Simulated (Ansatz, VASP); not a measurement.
# One calculation of InSb, two programs

```
In Sb
1.0
     0.00000    3.41069    3.41069
     3.41069    0.00000    3.41069
     3.41069    3.41069    0.00000
In Sb
1 1
Direct
  0.00000 0.00000 0.00000
  0.25000 0.25000 0.25000
```

Change from the starting cell: hydrostatic strain +4.0%.

Alike in both runs: task single point; functional PBE; k mesh 6 × 6 × 6; occupations fermi-dirac, width 0.02 eV; no spin polarisation.

|  | VASP | Ansatz |
| --- | --- | --- |
| version | VASP 6.6.1 | Ansatz 0.2.0 |
| potentials or method | VASP PAW PBE potentials, release 64 (In_d, Sb) | plane waves, PAW |
| plane-wave cutoff (eV) | 520 | 420 |
| valence electrons in the cell | 18 | 28 |

|  | VASP | Ansatz | Ansatz less VASP |
| --- | --- | --- | --- |
| pressure (GPa) | -2.5 | -2.5 | +0.02 |

The functional is the same, so the differences come from potentials, cutoffs and numerics. VASP's potentials hold 18 valence electrons a cell and Ansatz's 28, so a difference there can come from the potentials and not from the codes.

Spin-orbit coupling is off throughout.
